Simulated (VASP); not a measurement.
# Hg: single point with LDA

The system is Hg.

```
Hg
1.0
     1.74632    1.00824    2.14788
    -1.74632    1.00824    2.14788
     0.00000   -2.01648    2.14788
Hg
1
Direct
  0.00000 0.00000 0.00000
```

| Property | Result |
| --- | --- |
| Program | VASP 6.6.1 |
| Task | single point |
| Functional | LDA |
| Potentials or basis | VASP PAW LDA potentials, release 64 (Hg) |
| Cutoff | 520 eV |
| k mesh | 11 × 11 × 11 |
| Occupations | methfessel-paxton, width 0.2 eV |
| Spin | no spin polarisation |

- Pressure: 0.8 GPa
- Band gap on the k mesh: zero (bands 6 and 7 overlap by 2.76 eV)

Stress tensor (GPa, compression positive):
```
0.63 0.00 0.00
0.00 0.63 0.00
0.00 0.00 1.25
```

Levels at points of the mesh, in eV from the Fermi level:
| k point | band 4 | band 5 | band 6 | band 7 | band 8 | band 9 |
| --- | --- | --- | --- | --- | --- | --- |
| (0.00, 0.00, 0.00) | -6.27 | -6.16 | -6.16 | 12.08 | 12.50 | 12.50 |

Wall time 30 s on 1 thread of Intel Xeon 8259CL, on a shared host, peak memory 0.16 GiB.

Caveat: spin-orbit coupling is left out, which moves the levels of the heavy elements.
